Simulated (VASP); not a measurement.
# Co (Pm-3m) in VASP: notebook

Co is run at these levels: RPBE; tasks: single point.

Program: VASP 6.6.1. These are calculated values, not measurements. Logs are shortened: lines on timing, memory, paths and dates and some standing lists are left out, and cuts for length are marked.

## 1. The cell of the first run

It takes space group Pm-3m (No. 221, cubic). Conventional cell: a = 2.365 Å, b = 2.365 Å, c = 2.365 Å, α = 90.00°, β = 90.00°, γ = 90.00°. Within 3.1 Å of Co (site symmetry m-3m) lie 6 Co at 2.37 Å.

## 2. Single point, RPBE, collinear spin, ferromagnetic start

File INCAR:

```
ALGO = Normal
EDIFF = 1E-6
ENCUT = 520
GGA = RP
ISIF = 2
ISMEAR = -1
ISPIN = 2
LASPH = True
LCHARG = False
LMAXMIX = 4
LORBIT = 11
LREAL = False
LWAVE = False
MAGMOM = 1.7
NBANDS = 14
NELM = 150
PREC = Accurate
SIGMA = 0.05
```

File KPOINTS:

```
k-points
0
Gamma
  14 14 14
```

File POSCAR:

```
Co
1.0
    2.3654961991      0.0000000000      0.0000000000
    0.0000000000      2.3654961991      0.0000000000
    0.0000000000      0.0000000000      2.3654961991
Co
1
Direct
    0.0000000000      0.0000000000      0.0000000000
```

Potentials or basis: VASP PAW PBE potentials, release 64 (Co).

Started as:

```sh
cat potpaw_PBE.64/Co/POTCAR > POTCAR
mpirun -np 1 vasp_std > vasp.out
```

OUTCAR:

```text
EDIFF = 1E-6
   ENCUT = 520
   GGA = RP
   ISIF = 2
   ISMEAR = -1
   ISPIN = 2
   LASPH = True
   LORBIT = 11
   LREAL = False
   NELM = 150
   PREC = Accurate

 ion  position               nearest neighbor table
   1  0.000  0.000  0.000-

  LATTYP: Found a simple cubic cell.
 ALAT       =     2.3654961991

  Lattice vectors:

 A1 = (   2.3654961991,   0.0000000000,   0.0000000000)
 A2 = (   0.0000000000,   2.3654961991,   0.0000000000)
 A3 = (   0.0000000000,   0.0000000000,   2.3654961991)

Analysis of symmetry for initial positions (statically):
=====================================================================
 Subroutine PRICEL returns:
 Original cell was already a primitive cell.

 Routine SETGRP: Setting up the symmetry group for a
 simple cubic supercell.

 Subroutine GETGRP returns: Found 48 space group operations
 (whereof 48 operations were pure point group operations)
 out of a pool of 48 trial point group operations.

The static configuration has the point symmetry O_h .

Analysis of symmetry for dynamics (positions and initial velocities):
=====================================================================
 Subroutine PRICEL returns:
 Original cell was already a primitive cell.

 Routine SETGRP: Setting up the symmetry group for a
 simple cubic supercell.

 Subroutine GETGRP returns: Found 48 space group operations
 (whereof 48 operations were pure point group operations)
 out of a pool of 48 trial point group operations.

The dynamic configuration has the point symmetry O_h .

Analysis of structural, dynamic, and magnetic symmetry:
=====================================================================
 Subroutine PRICEL returns:
 Original cell was already a primitive cell.

 Routine SETGRP: Setting up the symmetry group for a
 simple cubic supercell.

 Subroutine GETGRP returns: Found 48 space group operations
 (whereof 48 operations were pure point group operations)
 out of a pool of 48 trial point group operations.

The overall configuration has the point symmetry O_h .

 Subroutine INISYM returns: Found 48 space group operations
 (whereof 48 operations are pure point group operations),
 and found     1 'primitive' translations

----------------------------------------------------------------------------------------

                                     Primitive cell

  volume of cell :      13.2363

  direct lattice vectors                    reciprocal lattice vectors
     2.365496199  0.000000000  0.000000000     0.422744285  0.000000000  0.000000000
     0.000000000  2.365496199  0.000000000     0.000000000  0.422744285  0.000000000
     0.000000000  0.000000000  2.365496199     0.000000000  0.000000000  0.422744285

  length of vectors
     2.365496199  2.365496199  2.365496199     0.422744285  0.422744285  0.422744285

  position of ions in fractional coordinates (direct lattice)
     0.000000000  0.000000000  0.000000000

  ion indices of the primitive-cell ions
   primitive index   ion index
                 1           1

----------------------------------------------------------------------------------------

 KPOINTS: k-points

Automatic generation of k-mesh.
 Grid dimensions read from file:
 generate k-points for:   14   14   14

 Generating k-lattice:

  Cartesian coordinates                     Fractional coordinates (reciprocal lattice)
     0.030196020  0.000000000  0.000000000     0.071428571  0.000000000  0.000000000
     0.000000000  0.030196020  0.000000000     0.000000000  0.071428571  0.000000000
     0.000000000  0.000000000  0.030196020     0.000000000  0.000000000  0.071428571

  Length of vectors
     0.030196020  0.030196020  0.030196020

  Shift w.r.t. Gamma in fractional coordinates (k-lattice)
     0.000000000  0.000000000  0.000000000

 Subroutine IBZKPT returns following result:
 ===========================================

 Found    120 irreducible k-points:

 Following reciprocal coordinates:
            Coordinates               Weight
  0.000000  0.000000  0.000000      1.000000
  0.071429  0.000000  0.000000      6.000000
  0.142857  0.000000  0.000000      6.000000
  0.214286  0.000000  0.000000      6.000000
  0.285714  0.000000  0.000000      6.000000
  0.357143  0.000000  0.000000      6.000000
[... 16 lines left out ...]
  0.285714  0.214286  0.000000     24.000000
  0.357143  0.214286  0.000000     24.000000
 [... further k-points ...]
   k-points           NKPTS =    120   k-points in BZ     NKDIM =    120   number of bands    NBANDS=     14
   number of dos      NEDOS =    301   number of ions     NIONS =      1
   total plane-waves  NPLWV =   5832
   dimension x,y,z NGX =    18 NGY =   18 NGZ =   18
   dimension x,y,z NGXF=    36 NGYF=   36 NGZF=   36
   ions per type =               1
   NGX,Y,Z   is equivalent  to a cutoff of  12.65, 12.65, 12.65 a.u.
   NGXF,Y,Z  is equivalent  to a cutoff of  25.30, 25.30, 25.30 a.u.
 SYSTEM =  unknown system
   PREC   = accura    normal or accurate (medium, high low for compatibility)
   ISTART =      0    job   : 0-new  1-cont  2-samecut
   ICHARG =      2    charge: 1-file 2-atom 10-const
   ISPIN  =      2    spin polarized calculation?
   LNONCOLLINEAR =      F non collinear calculations
   LSORBIT =      F    spin-orbit coupling
   LASPH  =      T    aspherical Exc in radial PAW
   ENCUT  =  520.0 eV  38.22 Ry    6.18 a.u.   4.40  4.40  4.40*2*pi/ulx,y,z
   NELM   =    150;   NELMIN=  2; NELMDL= -5     # of ELM steps
   EDIFF  = 0.1E-05   stopping-criterion for ELM
   LREAL  =      F    real-space projection
   EDIFFG = 0.1E-04   stopping-criterion for IOM
   NSW    =      0    number of steps for IOM
   IBRION =     -1    ionic relax: 0-MD 1-quasi-New 2-CG
   NFREE  =      0    steps in history (QN), initial steepest desc. (CG)
   ISIF   =      2    stress and relaxation
   ISYM   =      2    0-nonsym 1-usesym 2-fastsym
   POTIM  = 0.5000    time-step for ionic-motion
   TEBEG  =    0.0;   TEEND  =   0.0 temperature during run
   PSTRESS=    0.0 pullay stress
   NELECT =       9.0000    total number of electrons
   NUPDOWN=      -1.0000    fix difference up-down
   EMIN   =  10.00;   EMAX   =-10.00  energy-range for DOS
   EFERMI =   0.00;   METHOD = LEGACY
   ISMEAR =    -1;   SIGMA  =   0.05  broadening in eV -4-tet -1-fermi 0-gaus
   EFERMI_NEDOS =   21; number of points for ismear=-14 and -15
   IALGO  =     38    algorithm
   IMIX   =      4    mixing-type and parameters
     AMIX     =   0.40;   BMIX     =  1.00
     AMIX_MAG =   1.60;   BMIX_MAG =  1.00
  volume/ion in A,a.u.               =      13.24        89.32
  Fermi-wavevector in a.u.,A,eV,Ry     =   1.439572  2.720397 28.196275  2.072368
  Thomas-Fermi vector in A             =   2.558413
   LORBIT       =     11    0 simple, 1 ext, 2 COOP (PROOUT), +10 PAW based schemes
   GGA     = RP    functional components
   LHFCALC =     F    Hartree Fock is set to
   AEXX    =    0.0000 exact exchange contribution
   IVDW    =     0    specifies the selected vdW correction
   LEPSILON=     F    determine dielectric tensor
   LRPA    =     F    only Hartree local field effects (RPA)
 spin polarized calculation
  energy-cutoff  :      520.00
  volume of cell :       13.24
 maximum number of plane-waves:       368
 NGX is ok and might be reduce to    18
   NGX =  9   NGY =  9   NGZ =  9

 number of electron       8.9999992 magnetization       1.8898339

 Free energy of the ion-electron system (eV)
  ---------------------------------------------------
  ext. energy  EPLUGINS =         0.00000000
  ---------------------------------------------------
  free energy    TOTEN  =        -5.79261002 eV

  energy without entropy =       -5.77936549  energy(sigma->0) =       -5.78598775

 E-fermi :   8.1504     XC(G=0): -12.0716

 val. band max:        8.1495611818   @ k =   0.4286   0.0000   0.0000
 cond. band min:       8.1573923166   @ k =   0.4286   0.4286   0.0714
 fundamental gap:      0.0078311348
 Fermi energy:         8.1503937214

 spin component 1

 k-point     1 :       0.0000    0.0000    0.0000
  band No.  band energies     occupation
      1       0.0998      1.00000
      2       3.8996      1.00000
      3       3.8996      1.00000
      4       6.8498      1.00000
      5       6.8498      1.00000
      6       6.8498      1.00000
      7      26.5939      0.00000
      8      26.5939      0.00000
      9      26.5939      0.00000
     10      30.3223      0.00000
     11      30.3223      0.00000
     12      34.5250      0.00000
     13      44.9053      0.00000
     14      47.5221      0.00000
[... 375 lines left out ...]
 k-point    24 :       0.3571    0.2143    0.0000
  band No.  band energies     occupation
      1       3.6436      1.00000
      2       4.4779      1.00000
      3       5.3410      1.00000
      4       6.0720      1.00000
      5       6.5460      1.00000
      6       7.0960      1.00000
      7      14.9017      0.00000
      8      22.7110      0.00000
      9      29.8249      0.00000
     10      32.6088      0.00000
     11      33.0514      0.00000
     12      39.9194      0.00000
     13      40.5105      0.00000
     14      43.7752      0.00000

 [... further k-points ...]

 spin component 2

 k-point     1 :       0.0000    0.0000    0.0000
  band No.  band energies     occupation
      1       0.1968      1.00000
      2       5.2450      1.00000
      3       5.2450      1.00000
      4       9.2965      0.00000
      5       9.2965      0.00000
      6       9.2965      0.00000
      7      26.9366      0.00000
      8      26.9366      0.00000
      9      26.9366      0.00000
     10      30.5604      0.00000
     11      30.5604      0.00000
     12      34.4801      0.00000
     13      47.6884      0.00000
     14      47.6884      0.00000
[... 375 lines left out ...]
 k-point    24 :       0.3571    0.2143    0.0000
  band No.  band energies     occupation
      1       4.2514      1.00000
      2       5.9120      1.00000
      3       6.7624      1.00000
      4       8.3891      0.00837
      5       8.5476      0.00035
      6       8.9425      0.00000
      7      15.5193      0.00000
      8      23.1153      0.00000
      9      30.1910      0.00000
     10      32.9856      0.00000
     11      33.0777      0.00000
     12      40.0403      0.00000
     13      40.9067      0.00000
     14      44.0024      0.00000

 [... further k-points ...]
[... 5 lines left out ...]
  --------------------------------------------------------------------------------------
  -------------------------------------------------------------------------------------
  Total       -0.0432063     -0.0432063     -0.0432063     -0.0000000     -0.0000000      0.0000000
  in kB       -5.2298730     -5.2298730     -5.2298730     -0.0000000     -0.0000000      0.0000000
  external PRESSURE =      -5.2298730 kB  Pullay stress =       0.0000000 kB

 VOLUME and BASIS-vectors are now :
 -----------------------------------------------------------------------------
  energy-cutoff  :      520.00
  volume of cell :       13.24
      direct lattice vectors                 reciprocal lattice vectors
     2.365496199  0.000000000  0.000000000     0.422744285  0.000000000  0.000000000
     0.000000000  2.365496199  0.000000000     0.000000000  0.422744285  0.000000000
     0.000000000  0.000000000  2.365496199     0.000000000  0.000000000  0.422744285

 POSITION                                       TOTAL-FORCE (eV/Angst)
 -----------------------------------------------------------------------------------
      0.00000      0.00000      0.00000         0.000000      0.000000      0.000000
 -----------------------------------------------------------------------------------
    total drift:                                0.000000      0.000000      0.000000

  FREE ENERGIE OF THE ION-ELECTRON SYSTEM (eV)
  ---------------------------------------------------
  free  energy   TOTEN  =        -5.7926100171 eV

  energy  without entropy=       -5.7793654875  energy(sigma->0) =       -5.78598775

 total charge

# of ion       s       p       d       tot
------------------------------------------
    1        0.483   0.387   7.244   8.114

 magnetization (x)

# of ion       s       p       d       tot
------------------------------------------
    1        0.005  -0.011   1.912   1.906
```

Run time: 25 s. Hardware: 1 thread of Intel Xeon Platinum 8559C (Emerald Rapids), shared host; peak memory 0.14 GiB.

What came out:

* Free energy: -5.7926 eV
* Pressure: -0.5 GPa
* Net moment: 1.89 μB per cell
* Site moments: Co +1.91 μB
* Valence electrons inside the program's atomic spheres: Co 8.11

Levels at points of the mesh, in eV from the Fermi level:
Spin up:
```csv
k point,band 3,band 4,band 5,band 6,band 7,band 8
"(0.00, 0.00, 0.00)",-4.25,-1.30,-1.30,-1.30,18.44,18.44
"(0.50, 0.00, 0.00)",-2.33,-2.33,-1.32,-1.21,3.19,23.03
"(0.50, 0.50, 0.00)",-2.12,-2.12,-0.21,4.74,4.74,10.48
"(0.50, 0.50, 0.50)",-4.16,-0.15,-0.15,11.19,11.19,11.19
```
Spin down:
| k point | band 1 | band 2 | band 3 | band 4 | band 5 | band 6 | band 7 |
| --- | --- | --- | --- | --- | --- | --- | --- |
| (0.00, 0.00, 0.00) | -7.95 | -2.91 | -2.91 | 1.15 | 1.15 | 1.15 | 18.79 |
| (0.50, 0.00, 0.00) | -3.53 | -2.41 | -1.35 | -0.05 | -0.05 | 1.25 | 4.38 |
| (0.50, 0.50, 0.00) | -3.48 | -2.08 | 0.20 | 0.20 | 1.56 | 4.87 | 4.87 |
| (0.50, 0.50, 0.50) | -2.31 | -2.31 | -2.31 | 1.62 | 1.62 | 11.54 | 11.54 |

Caveat: the PAW data sets were made with another functional, which shifts forces and pressure a little.

## 3. Single point, RPBE, collinear spin, ferromagnetic start

File INCAR:

```
PREC = Accurate ; ENCUT = 520
EDIFF = 1E-7 ; ISMEAR = -1
SIGMA = 0.05 ; LREAL = F
LASPH = T ; NELM = 150
ALGO = Normal ; ISIF = 2
LWAVE = F ; LCHARG = F
ISPIN = 2 ; MAGMOM = 1.944
LORBIT = 11 ; LMAXMIX = 4
GGA = RP ; NBANDS = 14
```

File KPOINTS:

```
regular mesh
0
Gamma
  15 15 15
```

POSCAR is that of step 2.

Potentials or basis: VASP PAW PBE potentials, release 64 (Co).

Started as:

```sh
cat potpaw_PBE.64/Co/POTCAR > POTCAR
mpirun -np 1 vasp_std > vasp.out
```

Run time: 24 s. Hardware: 1 thread of Intel Xeon Platinum 8559C (Emerald Rapids), shared host; peak memory 0.14 GiB.

Results (log left out):

* Free energy: -5.7920 eV
* Pressure: -0.6 GPa
* Net moment: 1.89 μB per cell
* Site moments: Co +1.91 μB
* Valence electrons inside the program's atomic spheres: Co 8.11

Levels at points of the mesh, in eV from the Fermi level:
Spin up:
```
           k point  band 2  band 3  band 4  band 5  band 6  band 7  band 8  band 9  band 10  band 11
(0.00, 0.00, 0.00)   -4.26   -4.26   -1.30   -1.30   -1.30   18.44   18.44   18.44    22.17    22.17
```
Spin down:
```tsv
k point	band 1	band 2	band 3	band 4	band 5	band 6
(0.00, 0.00, 0.00)	-7.95	-2.91	-2.91	1.14	1.14	1.14
```

Caveat: the PAW data sets were made with another functional, which shifts forces and pressure a little.
